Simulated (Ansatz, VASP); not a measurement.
# Ti in VASP and in Ansatz

INCAR

```
ALGO = Normal
EDIFF = 1E-6
ENCUT = 520
GGA = PS
ISIF = 2
ISMEAR = -1
LASPH = True
LCHARG = True
LELF = True
LREAL = False
LVHAR = True
LWAVE = False
NBANDS = 19
NELM = 100
PREC = Accurate
SIGMA = 0.08
```

File KPOINTS:

```
k-points
0
Gamma
  13 13 7
```

File POSCAR:

```
Ti
1.0
    3.0078556446      0.0000000000      0.0000000000
   -1.5039278223      2.6048793991      0.0000000000
    0.0000000000      0.0000000000      4.7779056859
Ti
2
Direct
    0.3333333333      0.6666666667      0.2500000000
    0.6666666667      0.3333333333      0.7500000000
```

Input for Ansatz:

```yaml
crystal:
  lattice:
    - [3.0078556446, 0.0, 0.0]
    - [-1.5039278223, 2.6048793991, 0.0]
    - [0.0, 0.0, 4.7779056859]
  atoms:
    - { symbol: Ti, position: [0.3333333333, 0.6666666667, 0.25] }
    - { symbol: Ti, position: [0.6666666667, 0.3333333333, 0.75] }
kpoints:
  mp_grid: { grid: [13, 13, 7] }
  band_path:
    path:
      - [0.0, 0.0, 0.0]
      - [0.5, 0.0, 0.0]
      - [0.3333333333, 0.3333333333, 0.0]
      - [0.0, 0.0, 0.0]
      - [0.0, 0.0, 0.5]
      - [0.5, 0.0, 0.5]
      - [0.3333333333, 0.3333333333, 0.5]
      - [0.0, 0.0, 0.5]
      - [0.5, 0.0, 0.5]
    npoints: 5
scf:
  occupations: { method: fermi_dirac, width: 0.08 }
hamiltonian:
  xc: pbesol
  pseudopotentials: { kind: all_electron, lapw: { basis_error: 0.0005 } }
output:
  forces: true
  stress: true
  eigenvalues: true
```

Change from the starting cell: volume scaled by 1.06.

Alike in both runs: task single point; functional PBEsol; k mesh 13 × 13 × 7; occupations fermi-dirac, width 0.08 eV; no spin polarisation.

|  | VASP | Ansatz |
| --- | --- | --- |
| version | VASP 6.6.1 | Ansatz 0.2.0 |
| potentials or method | VASP PAW PBE potentials, release 64 (Ti_sv), cutoff 520 eV | all-electron LAPW, scalar-relativistic |

Ansatz gave:

```
pressure (GPa)                                                : -10.9
traceless stress, the component that is largest in VASP (GPa) : -0.38
```

Question: Estimate VASP's values.

Answer: Pressure (GPa): -11.0; traceless stress, the component that is largest in VASP (GPa): -0.38.

VASP's potentials were made for PBE, not for PBEsol. Ansatz ran all-electron here, and VASP with PAW potentials.
